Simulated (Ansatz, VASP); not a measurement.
**Two plane-wave programs on HfO2**

File INCAR:

```
SYSTEM = HfO2
PREC = Accurate ; ENCUT = 520
EDIFF = 1E-6 ; ISMEAR = 0
SIGMA = 0.02 ; LREAL = .FALSE.
LASPH = .TRUE. ; NELM = 100
ALGO = Normal ; ISIF = 2
LWAVE = .FALSE. ; LCHARG = .FALSE.
GGA = PE ; NBANDS = 31
```

File KPOINTS:

```
Automatic mesh
0
G
  8 8 8
  0 0 0
```

File POSCAR:

```
HfO2
1.0
   -2.0092942000      2.0092942000      5.3227094000
    2.0092942000     -2.0092942000      5.3227094000
    2.0092942000      2.0092942000     -5.3227094000
Hf O
2 4
Direct
    0.0000000000      0.0000000000      0.0000000000
    0.7500000000      0.2500000000      0.5000000000
    0.7982900000      0.7982900000      0.0000000000
    0.9517100000      0.4517100000      0.5000000000
    0.5482900000      0.0482900000      0.5000000000
    0.2017100000      0.2017100000      0.0000000000
```

Input for Ansatz:

```yaml
crystal:
  lattice:
    - [-2.0092942, 2.0092942, 5.3227094]
    - [2.0092942, -2.0092942, 5.3227094]
    - [2.0092942, 2.0092942, -5.3227094]
  atoms:
    - { symbol: Hf, position: [0.0, 0.0, 0.0] }
    - { symbol: Hf, position: [0.75, 0.25, 0.5] }
    - { symbol: O, position: [0.79829, 0.79829, 0.0] }
    - { symbol: O, position: [0.95171, 0.45171, 0.5] }
    - { symbol: O, position: [0.54829, 0.04829, 0.5] }
    - { symbol: O, position: [0.20171, 0.20171, 0.0] }
basis:
  ecutwfc: 420
kpoints:
  mp_grid: { grid: [8, 8, 8] }
  band_path:
    path:
      - [[0.0, 0.0, 0.0], [0.0, 0.0, 0.5], [0.25, 0.25, 0.25], [0.0, 0.5, 0.0], [0.0, 0.0, 0.0], [0.5, 0.5, -0.5], [0.28562555, 0.71437445, -0.28562555]]
      - [[-0.28562555, 0.28562555, 0.28562555], [0.0, 0.0, 0.0]]
      - [[0.0, 0.0, 0.5], [-0.0712511, 0.0712511, 0.5]]
      - [[0.5, 0.5, -0.0712511], [0.5, 0.5, -0.5]]
    npoints: 14
hamiltonian:
  xc: pbe
scf:
  occupations: { method: gaussian, width: 0.02 }
  n_extra_bands: 15
output:
  forces: true
  stress: true
  eigenvalues: true
  populations: true
  dos: { projected: true, de: 0.02, nscf_kmesh: { grid: [12, 12, 12] } }
  bader: true
  write_density: true
  write_potential: true
  elf: true
  volumetric_format: npy
```

Alike in both runs: task single point; functional PBE; k mesh 8 × 8 × 8; occupations gaussian, width 0.02 eV; no spin polarisation.

```csv
,VASP,Ansatz
version,VASP 6.6.1,Ansatz 0.2.0
potentials or method,"VASP PAW PBE potentials, release 64 (Hf_pv, O), cutoff 520 eV","scalar-relativistic, plane waves, PAW"
valence electrons in the cell,44,76
```

```tsv
	VASP	Ansatz	Ansatz less VASP
gap on the k mesh at the Fermi level (eV)	4.42	4.43	+0.007
least direct gap on the mesh (eV)	4.65	4.66	+0.012
pressure (GPa)	-2.4	0.0	+2.41
traceless stress, the component that is largest in VASP (GPa)	-0.29	0.01	+0.296
rms of the force components (eV/Å)	0.023	0.000	-0.0231
```

Atom by atom the forces differ by 0.023 eV/Å (rms over components). VASP's potentials hold 44 valence electrons a cell and Ansatz's 76, so a difference there can come from the potentials and not from the codes.

Spin-orbit coupling is off throughout.
